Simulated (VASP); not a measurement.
# GeSe (Pnma) in VASP: single point with PBE

Aim: the single point of GeSe with PBE.

All numbers are computed with VASP 6.6.1; they aren't measurements. Logs are shortened: lines on timing, memory, paths and dates and some standing lists are left out, and cuts for length are marked.

**1. The cell of the first run**

It takes space group Pnma (No. 62, orthorhombic). Conventional cell: a = 11.173 Å, b = 3.952 Å, c = 4.503 Å, α = 90.00°, β = 90.00°, γ = 90.00°. Within 3.5 Å of Ge (site symmetry m) lie 6 Se at 2.65 to 3.42 Å and 2 Ge at 3.49 Å. Se (site symmetry m) has 6 Ge at 2.65 to 3.42 Å within 3.5 Å.

**2. Single point, PBE**

File INCAR:

```
SYSTEM = GeSe
PREC = Accurate
ENCUT = 500
EDIFF = 1E-6
ISMEAR = 0
SIGMA = 0.1
LREAL = .FALSE.
LASPH = .TRUE.
NELM = 120
ALGO = Normal
ISIF = 2
LWAVE = .FALSE.
LCHARG = .TRUE.
GGA = PE
LELF = .TRUE.
LVHAR = .TRUE.
NBANDS = 50
GGA_COMPAT = .FALSE.
```

File KPOINTS:

```
Automatic mesh
0
G
  2 4 4
  0 0 0
```

File POSCAR:

```
GeSe
1.0
   11.1728036300      0.0000000000      0.0000000000
    0.0000000000      3.9523302000      0.0000000000
    0.0000000000      0.0000000000      4.5027650300
Ge Se
4 4
Direct
    0.6187868500      0.7500000000      0.3765543000
    0.8812131500      0.2500000000      0.8765543000
    0.3812131500      0.2500000000      0.6234457000
    0.1187868500      0.7500000000      0.1234457000
    0.1485530300      0.2500000000      0.5091818000
    0.6485530300      0.2500000000      0.9908182000
    0.3514469700      0.7500000000      0.0091818000
    0.8514469700      0.7500000000      0.4908182000
```

Potentials or basis: VASP PAW PBE potentials, release 64 (Ge_d, Se).

Launch:

```bash
cat potpaw_PBE.64/Ge_d/POTCAR potpaw_PBE.64/Se/POTCAR > POTCAR
mpirun -np 1 vasp_std > vasp.out
```

OUTCAR:

```text
SYSTEM = GeSe
   PREC = Accurate
   ENCUT = 500
   EDIFF = 1E-6
   ISMEAR = 0
   LREAL = .FALSE.
   LASPH = .TRUE.
   NELM = 120
   ISIF = 2
   GGA = PE

 ion  position               nearest neighbor table
   1  0.619  0.750  0.377-   8 2.65   6 2.65   6 2.65
   2  0.881  0.250  0.877-   6 2.65   8 2.65   8 2.65
   3  0.381  0.250  0.623-   5 2.65   7 2.65   7 2.65
   4  0.119  0.750  0.123-   7 2.65   5 2.65   5 2.65
   5  0.149  0.250  0.509-   3 2.65   4 2.65   4 2.65
   6  0.649  0.250  0.991-   2 2.65   1 2.65   1 2.65
   7  0.351  0.750  0.009-   4 2.65   3 2.65   3 2.65
   8  0.851  0.750  0.491-   1 2.65   2 2.65   2 2.65

  LATTYP: Found a simple orthorhombic cell.
 ALAT       =     3.9523302000
 B/A-ratio  =     1.1392684321
 C/A-ratio  =     2.8268902305

  Lattice vectors:

 A1 = (   0.0000000000,   3.9523302000,   0.0000000000)
 A2 = (   0.0000000000,   0.0000000000,   4.5027650300)
 A3 = (  11.1728036300,   0.0000000000,   0.0000000000)

Analysis of symmetry for initial positions (statically):
=====================================================================
 Subroutine PRICEL returns:
 Original cell was already a primitive cell.

 Routine SETGRP: Setting up the symmetry group for a
 simple orthorhombic supercell.

 Subroutine GETGRP returns: Found  8 space group operations
 (whereof  2 operations were pure point group operations)
 out of a pool of  8 trial point group operations.

The static configuration has the point symmetry S_2 .
 The point group associated with its full space group is D_2h.

Analysis of symmetry for dynamics (positions and initial velocities):
=====================================================================
 Subroutine PRICEL returns:
 Original cell was already a primitive cell.

 Routine SETGRP: Setting up the symmetry group for a
 simple orthorhombic supercell.

 Subroutine GETGRP returns: Found  8 space group operations
 (whereof  2 operations were pure point group operations)
 out of a pool of  8 trial point group operations.

The dynamic configuration has the point symmetry S_2 .
 The point group associated with its full space group is D_2h.

 Subroutine INISYM returns: Found  8 space group operations
 (whereof  2 operations are pure point group operations),
 and found     1 'primitive' translations

----------------------------------------------------------------------------------------

                                     Primitive cell

  volume of cell :     198.8358

  direct lattice vectors                    reciprocal lattice vectors
    11.172803630  0.000000000  0.000000000     0.089503050  0.000000000  0.000000000
     0.000000000  3.952330200  0.000000000     0.000000000  0.253015297  0.000000000
     0.000000000  0.000000000  4.502765030     0.000000000  0.000000000  0.222085761

  length of vectors
    11.172803630  3.952330200  4.502765030     0.089503050  0.253015297  0.222085761

  position of ions in fractional coordinates (direct lattice)
     0.618786850  0.750000000  0.376554300
     0.881213150  0.250000000  0.876554300
     0.381213150  0.250000000  0.623445700
     0.118786850  0.750000000  0.123445700
     0.148553030  0.250000000  0.509181800
     0.648553030  0.250000000  0.990818200
     0.351446970  0.750000000  0.009181800
     0.851446970  0.750000000  0.490818200

  ion indices of the primitive-cell ions
   primitive index   ion index
                 1           1
                 2           2
                 3           3
                 4           4
                 5           5
                 6           6
                 7           7
                 8           8

----------------------------------------------------------------------------------------

 KPOINTS: Automatic mesh

Automatic generation of k-mesh.
 Grid dimensions read from file:
 generate k-points for:    2    4    4

 Generating k-lattice:

  Cartesian coordinates                     Fractional coordinates (reciprocal lattice)
     0.044751525  0.000000000  0.000000000     0.500000000  0.000000000  0.000000000
     0.000000000  0.063253824  0.000000000     0.000000000  0.250000000  0.000000000
     0.000000000  0.000000000  0.055521440     0.000000000  0.000000000  0.250000000

  Length of vectors
     0.044751525  0.063253824  0.055521440

  Shift w.r.t. Gamma in fractional coordinates (k-lattice)
     0.000000000  0.000000000  0.000000000

 Subroutine IBZKPT returns following result:
 ===========================================

 Found     18 irreducible k-points:

 Following reciprocal coordinates:
            Coordinates               Weight
  0.000000  0.000000  0.000000      1.000000
  0.500000  0.000000  0.000000      1.000000
  0.000000  0.250000  0.000000      2.000000
  0.500000  0.250000  0.000000      2.000000
  0.000000  0.500000  0.000000      1.000000
  0.500000  0.500000  0.000000      1.000000
[... 10 lines left out ...]
  0.000000  0.500000  0.500000      1.000000
  0.500000  0.500000  0.500000      1.000000
   k-points           NKPTS =     18   k-points in BZ     NKDIM =     18   number of bands    NBANDS=     50
   number of dos      NEDOS =    301   number of ions     NIONS =      8
   total plane-waves  NPLWV =  90720
   dimension x,y,z NGX =    84 NGY =   30 NGZ =   36
   dimension x,y,z NGXF=   168 NGYF=   60 NGZF=   72
   ions per type =               4   4
   NGX,Y,Z   is equivalent  to a cutoff of  12.50, 12.62, 13.29 a.u.
   NGXF,Y,Z  is equivalent  to a cutoff of  25.00, 25.24, 26.58 a.u.
 SYSTEM =  GeSe
   PREC   = accura    normal or accurate (medium, high low for compatibility)
   ISTART =      0    job   : 0-new  1-cont  2-samecut
   ICHARG =      2    charge: 1-file 2-atom 10-const
   ISPIN  =      1    spin polarized calculation?
   LNONCOLLINEAR =      F non collinear calculations
   LSORBIT =      F    spin-orbit coupling
   LASPH  =      T    aspherical Exc in radial PAW
   ENCUT  =  500.0 eV  36.75 Ry    6.06 a.u.  20.37  7.21  8.21*2*pi/ulx,y,z
   NELM   =    120;   NELMIN=  2; NELMDL= -5     # of ELM steps
   EDIFF  = 0.1E-05   stopping-criterion for ELM
   LREAL  =      F    real-space projection
   EDIFFG = 0.1E-04   stopping-criterion for IOM
   NSW    =      0    number of steps for IOM
   IBRION =     -1    ionic relax: 0-MD 1-quasi-New 2-CG
   NFREE  =      0    steps in history (QN), initial steepest desc. (CG)
   ISIF   =      2    stress and relaxation
   ISYM   =      2    0-nonsym 1-usesym 2-fastsym
   POTIM  = 0.5000    time-step for ionic-motion
   TEBEG  =    0.0;   TEEND  =   0.0 temperature during run
   PSTRESS=    0.0 pullay stress
   NELECT =      80.0000    total number of electrons
   NUPDOWN=      -1.0000    fix difference up-down
   EMIN   =  10.00;   EMAX   =-10.00  energy-range for DOS
   EFERMI =   0.00;   METHOD = LEGACY
   ISMEAR =     0;   SIGMA  =   0.10  broadening in eV -4-tet -1-fermi 0-gaus
   EFERMI_NEDOS =   21; number of points for ismear=-14 and -15
   IALGO  =     38    algorithm
   IMIX   =      4    mixing-type and parameters
     AMIX     =   0.40;   BMIX     =  1.00
     AMIX_MAG =   1.60;   BMIX_MAG =  1.00
  volume/ion in A,a.u.               =      24.85       167.73
  Fermi-wavevector in a.u.,A,eV,Ry     =   1.208574  2.283874 19.873367  1.460651
  Thomas-Fermi vector in A             =   2.344178
   LORBIT       =      0    0 simple, 1 ext, 2 COOP (PROOUT), +10 PAW based schemes
   GGA     = PE    functional components
   LHFCALC =     F    Hartree Fock is set to
   AEXX    =    0.0000 exact exchange contribution
   IVDW    =     0    specifies the selected vdW correction
   LEPSILON=     F    determine dielectric tensor
   LRPA    =     F    only Hartree local field effects (RPA)
 non-spin polarized calculation
 Gauss-broadening in eV      SIGMA  =   0.10
  energy-cutoff  :      500.00
  volume of cell :      198.84
 maximum number of plane-waves:      5088
 NGX is ok and might be reduce to    84
   NGX = 41   NGY = 15   NGZ = 17

 number of electron      79.9999968 magnetization

 Free energy of the ion-electron system (eV)
  ---------------------------------------------------
  ext. energy  EPLUGINS =         0.00000000
  ---------------------------------------------------
  free energy    TOTEN  =       -33.81271481 eV

  energy without entropy =      -33.81271481  energy(sigma->0) =      -33.81271481

 E-fermi :   3.8008     XC(G=0):  -9.5723

 val. band max:        3.3482024992   @ k =   0.0000   0.0000   0.0000
 cond. band min:       4.2991116996   @ k =   0.0000   0.0000   0.0000
 fundamental gap:      0.9509092004
 Fermi energy:         3.8007953039

 k-point     1 :       0.0000    0.0000    0.0000
  band No.  band energies     occupation
      1     -20.9991      2.00000
      2     -20.9981      2.00000
      3     -20.9960      2.00000
      4     -20.9957      2.00000
      5     -20.9956      2.00000
      6     -20.9949      2.00000
[... 42 lines left out ...]
     49       8.1433      0.00000
     50       8.4663      0.00000

 k-point     2 :       0.5000    0.0000    0.0000
  band No.  band energies     occupation
      1     -20.9986      2.00000
      2     -20.9986      2.00000
      3     -20.9958      2.00000
      4     -20.9958      2.00000
      5     -20.9954      2.00000
      6     -20.9954      2.00000
[... 42 lines left out ...]
     49       8.3992      0.00000
     50       8.4002      0.00000

 k-point     3 :       0.0000    0.2500    0.0000
  band No.  band energies     occupation
      1     -20.9976      2.00000
      2     -20.9970      2.00000
      3     -20.9969      2.00000
      4     -20.9963      2.00000
      5     -20.9949      2.00000
      6     -20.9944      2.00000
[... 784 lines left out ...]
     49       8.7691      0.00000
     50       8.7691      0.00000

 k-point    18 :       0.5000    0.5000    0.5000
  band No.  band energies     occupation
      1     -20.9991      2.00000
      2     -20.9991      2.00000
      3     -20.9991      2.00000
      4     -20.9991      2.00000
      5     -20.9921      2.00000
      6     -20.9921      2.00000
[... 42 lines left out ...]
     49       9.8294      0.00000
     50       9.8294      0.00000

------------------------ aborting loop because EDIFF is reached ----------------------------------------

  FORCE on cell =-STRESS in cart. coord.  units (eV):
  Direction    XX          YY          ZZ          XY          YZ          ZX
  --------------------------------------------------------------------------------------
  -------------------------------------------------------------------------------------
  Total       -2.4936956     -2.5496224     -2.8748278      0.0000000      0.0000000      0.0000000
  in kB      -20.0936741    -20.5443199    -23.1647566      0.0000000      0.0000000      0.0000000
  external PRESSURE =     -21.2675836 kB  Pullay stress =       0.0000000 kB

 VOLUME and BASIS-vectors are now :
 -----------------------------------------------------------------------------
  energy-cutoff  :      500.00
  volume of cell :      198.84
      direct lattice vectors                 reciprocal lattice vectors
    11.172803630  0.000000000  0.000000000     0.089503050  0.000000000  0.000000000
     0.000000000  3.952330200  0.000000000     0.000000000  0.253015297  0.000000000
     0.000000000  0.000000000  4.502765030     0.000000000  0.000000000  0.222085761

 POSITION                                       TOTAL-FORCE (eV/Angst)
 -----------------------------------------------------------------------------------
      6.91358      2.96425      1.69554         0.355674     -0.000000     -0.237966
      9.84562      0.98808      3.94692        -0.355674      0.000000     -0.237966
      4.25922      0.98808      2.80723        -0.355674     -0.000000      0.237966
      1.32718      2.96425      0.55585         0.355674      0.000000      0.237966
      1.65975      0.98808      2.29273         0.097332      0.000000     -0.242793
      7.24616      0.98808      4.46142         0.097332      0.000000      0.242793
      3.92665      2.96425      0.04134        -0.097332      0.000000     -0.242793
      9.51305      2.96425      2.21004        -0.097332      0.000000      0.242793
 -----------------------------------------------------------------------------------
    total drift:                               -0.000000      0.000000     -0.000000

  FREE ENERGIE OF THE ION-ELECTRON SYSTEM (eV)
  ---------------------------------------------------
  free  energy   TOTEN  =       -33.8127148108 eV

  energy  without entropy=      -33.8127148108  energy(sigma->0) =      -33.81271481
```

Wall time 5.1 min (1 thread of Intel Xeon 8259CL, shared host); peak memory 0.35 GiB.

What came out:

| Item | Value |
| --- | --- |
| Free energy | -33.8127 eV |
| Pressure | -2.1 GPa |
| Largest force | 0.428 eV/Å |
| Band gap on the k mesh | 0.95 eV |

Forces in eV/Å, atoms in the order of the input:
```
Ge   0.356  0.000 -0.238
Ge  -0.356  0.000 -0.238
Ge  -0.356  0.000  0.238
Ge   0.356  0.000  0.238
Se   0.097  0.000 -0.243
Se   0.097  0.000  0.243
Se  -0.097  0.000 -0.243
Se  -0.097  0.000  0.243
```

A k mesh can miss the band edges.
